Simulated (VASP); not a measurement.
Au:

```
Au
1.0
     0.00000    2.07491    2.07491
     2.07491    0.00000    2.07491
     2.07491    2.07491    0.00000
Au
1
Direct
  0.00000 0.00000 0.00000
```

Base run:

* Program: VASP 6.6.1
* Functional: r2SCAN
* Potentials or basis: VASP PAW PBE potentials, release 64 (Au)
* Cutoff: 520 eV
* k mesh: 11 × 11 × 11
* Occupations: fermi-dirac, width 0.05 eV
* Spin: no spin polarisation

Its results: pressure -2.6 GPa.

Task: The run is repeated on the same cell with these changes: functional from r2SCAN to B3LYP; k mesh from 11 × 11 × 11 to 6 × 6 × 6. What comes out?

Result: Pressure 8.6 GPa.

Several settings changed at once, so the effect can't be laid on one alone.

Caveats: some runs use coarse meshes; the PAW data sets were made with another functional, which shifts forces and pressure a little.
